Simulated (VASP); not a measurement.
# K3Mg4SiF12 (a cell with a defect) in VASP: single point with HSE06

Aim: the single point of K3Mg4SiF12 (a cell with a defect) with HSE06.

Everything below comes from runs of VASP 6.6.1. Logs are shortened: lines on timing, memory, paths and dates and some standing lists are left out, and cuts for length are marked.

### 1 The cell of the first run

The cell holds a defect, 40 atoms: a = 7.983 Å, b = 7.983 Å, c = 7.983 Å, α = 90.00°, β = 90.00°, γ = 90.00°.

### 2 Single point, HSE06

File POSCAR:

```
K3Mg4SiF12
1.0
    7.9825440000      0.0000000000      0.0000000000
    0.0000000000      7.9825440000      0.0000000000
    0.0000000000      0.0000000000      7.9825440000
K Si Mg F
6 2 8 24
Direct
    0.9737860000      0.0097270000      0.0000250000
    0.9868290000      0.0122310000      0.5001710000
    0.9880970000      0.4897890000      0.9998320000
    0.5071300000      0.0159730000      0.0001930000
    0.5060320000      0.0144180000      0.5003070000
    0.5061230000      0.4896370000      0.0002590000
    0.1767710000      0.5050810000      0.4999340000
    0.4892720000      0.5396640000      0.5005480000
    0.2454240000      0.2414280000      0.2429220000
    0.2455440000      0.2417510000      0.7575330000
    0.2391810000      0.7573230000      0.2412930000
    0.2391650000      0.7569250000      0.7591510000
    0.7469280000      0.2589840000      0.2581690000
    0.7470130000      0.2589510000      0.7421440000
    0.7576080000      0.7441610000      0.2556510000
    0.7578660000      0.7440680000      0.7445470000
    0.2478810000      0.2451950000      0.0003110000
    0.2421750000      0.2459600000      0.5001030000
    0.2926650000      0.7515400000      0.0003380000
    0.2019340000      0.7717110000      0.4998860000
    0.7435150000      0.2460010000      0.0001910000
    0.7512040000      0.2274360000      0.5001560000
    0.7080400000      0.7552450000      0.0000430000
    0.7704970000      0.7718820000      0.5001380000
    0.9984430000      0.2304510000      0.2415990000
    0.9985220000      0.2306480000      0.7588470000
    0.9992730000      0.7660740000      0.2122380000
    0.9993910000      0.7657440000      0.7881930000
    0.4923830000      0.2584420000      0.2479890000
    0.4926250000      0.2577950000      0.7524030000
    0.4818890000      0.7105360000      0.3219360000
    0.4815970000      0.7109740000      0.6777760000
    0.2673110000      0.9970770000      0.2496360000
    0.2669330000      0.9969660000      0.7508880000
    0.2292550000      0.5003070000      0.2353620000
    0.2314970000      0.5002150000      0.7669490000
    0.7289680000      0.9951870000      0.2466980000
    0.7292860000      0.9950720000      0.7536120000
    0.7549150000      0.5028220000      0.2246380000
    0.7547910000      0.5027930000      0.7757710000
```

File INCAR.step1:

```
  PREC = Accurate
  ENCUT = 520
  EDIFF = 1E-5
  ISMEAR = -1
  SIGMA = 0.05
  LREAL = Auto
  LASPH = T
  NELM = 80
  ALGO = Normal
  ISIF = 2
  LWAVE = T
  NBANDS = 149
  GGA = PE
  ISYM = 0
  NCORE = 4
```

File INCAR.step2:

```
  PREC = Accurate
  ENCUT = 520
  EDIFF = 1E-6
  ISMEAR = -1
  SIGMA = 0.05
  LREAL = Auto
  LASPH = T
  NELM = 80
  ALGO = Normal
  ISIF = 2
  LWAVE = F
  LCHARG = T
  GGA = PE
  LHFCALC = T
  HFSCREEN = 0.2079
  PRECFOCK = Fast
  LELF = T
  LVHAR = T
  NBANDS = 149
  ISTART = 1
  ISYM = 0
  NCORE = 4
```

File KPOINTS:

```
Automatic mesh
0
Gamma
  1 1 1
  0.25 0.25 0.25
```

Potentials or basis: VASP PAW PBE potentials, release 64 (K_sv, Si, Mg, F).

On the command line:

```bash
$ cat potpaw_PBE.64/K_sv/POTCAR potpaw_PBE.64/Si/POTCAR potpaw_PBE.64/Mg/POTCAR potpaw_PBE.64/F/POTCAR > POTCAR
$ cp INCAR.step1 INCAR
$ mpirun -np 4 vasp_std > vasp.out
$ cp INCAR.step2 INCAR
$ mpirun -np 4 vasp_std > vasp.out
```

OUTCAR:

```text
PREC = Accurate
   ENCUT = 520
   EDIFF = 1E-6
   ISMEAR = -1
   LREAL = Auto
   LASPH = T
   NELM = 80
   ISIF = 2
   GGA = PE
   LHFCALC = T
   HFSCREEN = 0.2079
   PRECFOCK = Fast
   ISTART = 1
   ISYM = 0

 ion  position               nearest neighbor table
   1  0.974  0.010  0.000-  27 2.59  28 2.59  26 2.62  25 2.62  21 2.63  38 2.77  37 2.78  14 3.39
                            13 3.39  16 3.41  15 3.41   9 3.45  10 3.45  11 3.50  12 3.50   4 3.73
   2  0.987  0.012  0.500-  22 2.55  20 2.58  24 2.58  25 2.70  26 2.70  18 2.76  14 3.36  13 3.36
                            16 3.42  15 3.43   9 3.44  10 3.44  11 3.53  12 3.53
   3  0.988  0.490  1.000-  40 2.58  39 2.59  36 2.69  35 2.69  21 2.76  28 2.78  27 2.78  26 2.83
                            25 2.83  17 2.85  14 3.37  13 3.37  16 3.41  15 3.42  10 3.45   9 3.45
   4  0.507  0.016  0.000-  23 2.63  21 2.63  37 2.65  38 2.65  19 2.72  17 2.76  30 2.77  33 2.77
                            34 2.77  29 2.77   9 3.37  10 3.37  13 3.42  14 3.42  11 3.54  12 3.54
   5  0.506  0.014  0.500-  22 2.59  38 2.70  37 2.70  33 2.77  34 2.77  30 2.80  18 2.80  29 2.80
                            32 2.81  31 2.82  14 3.35  13 3.35   9 3.44  10 3.44  16 3.54  15 3.54
   6  0.506  0.490  0.000-  23 2.66  40 2.68  39 2.68  19 2.70  29 2.71  30 2.71  21 2.72  17 2.84
                            13 3.37  14 3.37  10 3.46   9 3.47  15 3.51  16 3.51  12 3.58  11 3.58
   7  0.177  0.505  0.500-  18 2.13  20 2.14  35 2.15  36 2.18   8 2.51  11 2.93  12 2.93   9 2.99
                            10 2.99
   8  0.489  0.540  0.501-  32 1.97  31 1.97   7 2.51  16 3.32  15 3.33  12 3.35  11 3.36
   9  0.245  0.241  0.243-  17 1.94  33 1.96  25 1.97  29 1.98  18 2.05  35 2.07   7 2.99   4 3.37
                             2 3.44   5 3.44   1 3.45   3 3.45   6 3.47
  10  0.246  0.242  0.758-  17 1.94  34 1.96  26 1.97  30 1.98  18 2.06  36 2.07   7 2.99   4 3.37
                             5 3.44   2 3.44   1 3.45   3 3.45   6 3.46
  11  0.239  0.757  0.241-  33 1.93  27 1.93  19 1.97  35 2.05  31 2.08  20 2.09   7 2.93   8 3.36
                             1 3.50   3 3.51   2 3.53   4 3.54   6 3.58   5 3.61
  12  0.239  0.757  0.759-  28 1.93  34 1.93  19 1.97  36 2.05  32 2.07  20 2.09   7 2.93   8 3.35
                             3 3.50   1 3.50   2 3.53   4 3.54   6 3.58   5 3.61
  13  0.747  0.259  0.258-  22 1.95  39 1.97  25 2.02  29 2.03  21 2.06  37 2.11   5 3.35   2 3.36
                             6 3.37   3 3.37   1 3.39   4 3.42
  14  0.747  0.259  0.742-  22 1.95  40 1.97  26 2.02  30 2.03  21 2.06  38 2.11   5 3.35   2 3.36
                             3 3.37   6 3.37   1 3.39   4 3.42
  15  0.758  0.744  0.256-  39 1.94  24 1.97  27 1.97  37 2.02  23 2.08  31 2.28   8 3.33   1 3.41
                             3 3.42   2 3.43   6 3.51   5 3.54   4 3.59
  16  0.758  0.744  0.745-  40 1.94  24 1.97  28 1.97  38 2.02  23 2.08  32 2.28   8 3.32   1 3.41
                             3 3.41   2 3.42   6 3.51   5 3.54   4 3.59
  17  0.248  0.245  0.000-   9 1.94  10 1.94   4 2.76   6 2.84   3 2.85
  18  0.242  0.246  0.500-   9 2.05  10 2.06   7 2.13   2 2.76   5 2.80
  19  0.293  0.752  0.000-  11 1.97  12 1.97   6 2.70   4 2.72
  20  0.202  0.772  0.500-  11 2.09  12 2.09   7 2.14   2 2.58
  21  0.744  0.246  0.000-  13 2.06  14 2.06   4 2.63   1 2.63   6 2.72   3 2.76
[... 199 lines left out ...]
   PRECFOCK=fast      Normal, Fast or Accurate (Low or Medium for compatibility)
   ENCUT4O =  -1.0   cutoff for four orbital integrals eV
   NKREDX  =     1    reduce k-point grid by
   NKREDY  =     1    reduce k-point grid by
   NKREDZ  =     1    reduce k-point grid by
   AEXX    =    0.2500 exact exchange contribution
   HFSCREEN=    0.2079 screening length (either q_TF or 0.3 A-1)
   HFSCREENC=   0.2079 screening length for correlation (either q_TF or 0.3 A-1)
   ENCUTFOCK=  -1.0 apply spherical cutoff to Coloumb kernel
   IVDW    =     0    specifies the selected vdW correction
   LEPSILON=     F    determine dielectric tensor
   LRPA    =     F    only Hartree local field effects (RPA)
 non-spin polarized calculation
  energy-cutoff  :      520.00
  volume of cell :      508.66
 maximum number of plane-waves:     13679
  NGX = 32; NGY = 32; NGZ = 32

 number of electron     245.9999935 magnetization

 Free energy of the ion-electron system (eV)
  ---------------------------------------------------
  ext. energy  EPLUGINS =         0.00000000
  ---------------------------------------------------
  free energy    TOTEN  =      -235.27746737 eV

  energy without entropy =     -235.27746737  energy(sigma->0) =     -235.27746737

 E-fermi :   3.7152     XC(G=0):  -7.9165

 val. band max:        2.4131891484   @ k =  -0.2500  -0.2500   0.2500
 cond. band min:       5.6872033896   @ k =   0.2500  -0.2500   0.2500
 fundamental gap:      3.2740142412
 Fermi energy:         3.7151573268

 k-point     1 :       0.2500    0.2500    0.2500
  band No.  band energies     occupation
      1     -29.9822      2.00000
      2     -29.9603      2.00000
      3     -29.8703      2.00000
      4     -29.8400      2.00000
      5     -29.8211      2.00000
      6     -29.8095      2.00000
[... 541 lines left out ...]
    134      10.1056      0.00000
    135      10.1568      0.00000
 [bands above 135 left out]

------------------------ aborting loop because EDIFF is reached ----------------------------------------

  FORCE on cell =-STRESS in cart. coord.  units (eV):
  Direction    XX          YY          ZZ          XY          YZ          ZX
  --------------------------------------------------------------------------------------
  -------------------------------------------------------------------------------------
  Total        4.5430328      8.3024394      5.7624349     -0.3291924     -0.0222610      0.0168951
  in kB       14.3097646     26.1512428     18.1506695     -1.0368989     -0.0701181      0.0532167
  external PRESSURE =      19.5372256 kB  Pullay stress =       0.0000000 kB

 VOLUME and BASIS-vectors are now :
 -----------------------------------------------------------------------------
  energy-cutoff  :      520.00
  volume of cell :      508.66
      direct lattice vectors                 reciprocal lattice vectors
     7.982544000  0.000000000  0.000000000     0.125273346  0.000000000  0.000000000
     0.000000000  7.982544000  0.000000000     0.000000000  0.125273346  0.000000000
     0.000000000  0.000000000  7.982544000     0.000000000  0.000000000  0.125273346

 POSITION                                       TOTAL-FORCE (eV/Angst)
 -----------------------------------------------------------------------------------
      7.77329      0.07765      0.00020         0.041298     -0.013944      0.002674
      7.87741      0.09763      3.99264         0.047178     -0.019944      0.002069
      7.88753      3.90976      7.98120         0.041779      0.011440      0.008423
      4.04819      0.12751      0.00154        -0.038414     -0.024110     -0.002228
      4.03942      0.11509      3.99372        -0.042409     -0.028341      0.001037
      4.04015      3.90855      0.00207        -0.052040      0.014575     -0.003415
[... 32 lines left out ...]
      6.02614      4.01380      1.79318         0.003593      0.011236      0.076170
      6.02515      4.01357      6.19263        -0.001251      0.013526     -0.078679
 -----------------------------------------------------------------------------------
    total drift:                                0.012466     -0.005413      0.008401

  FREE ENERGIE OF THE ION-ELECTRON SYSTEM (eV)
  ---------------------------------------------------
  free  energy   TOTEN  =      -235.2774673744 eV

  energy  without entropy=     -235.2774673743  energy(sigma->0) =     -235.27746737
```

Run time: 47 min. Hardware: 4 MPI ranks of Intel Xeon Platinum 8488C (Sapphire Rapids), shared host; peak memory 0.41 GiB.

Results:

```
Free energy            : -235.2775 eV
Pressure               : 2.0 GPa
Largest force          : 0.260 eV/Å
Band gap on the k mesh : 3.27 eV
```

Forces in eV/Å, atoms in the order of the input:
```
K    0.041 -0.014  0.003
K    0.047 -0.020  0.002
K    0.042  0.011  0.008
K   -0.038 -0.024 -0.002
K   -0.042 -0.028  0.001
K   -0.052  0.015 -0.003
Si   0.152  0.026 -0.008
Si  -0.230  0.121 -0.008
Mg   0.009 -0.048 -0.051
Mg   0.013 -0.049  0.053
Mg  -0.006  0.055 -0.047
Mg  -0.002  0.052  0.047
Mg   0.005 -0.001 -0.003
Mg   0.002 -0.003  0.002
Mg   0.045  0.016 -0.019
Mg   0.042  0.020  0.021
F   -0.007 -0.006  0.001
F    0.008  0.069 -0.003
F   -0.062  0.009  0.001
F    0.026 -0.071  0.001
F    0.010  0.020 -0.001
F    0.010  0.082 -0.001
F    0.040 -0.019  0.001
F   -0.012 -0.075  0.000
F    0.016  0.039  0.029
F    0.016  0.040 -0.031
F    0.008 -0.032  0.064
F    0.008 -0.035 -0.066
F   -0.004 -0.007  0.010
F   -0.006 -0.009 -0.011
F   -0.033 -0.056  0.043
F   -0.021 -0.056 -0.040
F   -0.035 -0.005 -0.014
F   -0.035 -0.004  0.013
F    0.015  0.006  0.074
F   -0.005  0.009 -0.061
F    0.016 -0.025  0.014
F    0.016 -0.024 -0.014
F    0.004  0.011  0.076
F   -0.001  0.014 -0.079
```

Caveat: the PAW data sets were made with another functional, which shifts forces and pressure a little.
